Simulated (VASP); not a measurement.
Runs of VASP 6.6.1 on ZnS. The structure is that of space group P6_3mc (No. 186), or close to it. The cells are those of the table. 

| level | cell | cutoff (eV) | gap on the mesh (eV) | pressure (GPa) | largest force (eV/Å) |
| --- | --- | --- | --- | --- | --- |
| PBE+D3(BJ) | a = 3.848, b = 3.848, c = 12.603 Å, angles 90.0, 90.0, 120.0°, 8 atoms | 520 | 2.04 | -2.6 | 0.04 |
| PBEsol | a = 3.797, b = 3.797, c = 12.436 Å, angles 90.0, 90.0, 120.0°, 8 atoms | 520 | 2.08 | -0.6 | 0.05 |
| PBEsol | a = 3.785, b = 3.785, c = 12.392 Å, angles 90.0, 90.0, 120.0°, 8 atoms | 500 | (b) | (a) | - |
| revPBE+D3(BJ) | a = 3.823, b = 3.823, c = 12.520 Å, angles 90.0, 90.0, 120.0°, 8 atoms | 520 | 2.26 | -2.2 | 0.05 |

Alike in all rows: task single point; potentials or basis VASP PAW PBE potentials, release 64 (Zn, S); no spin polarisation; k mesh 8 × 8 × 3; smearing fermi-dirac 0.05 eV.

**Question.** Fill in the values left out.

**Answer.** (a) 0.2; (b) 2.13.

Caveats: the PAW data sets were made with another functional, which shifts forces and pressure a little (at least some runs); an odd mesh through Γ misses points on the zone boundary, where band edges can lie (at least some runs).
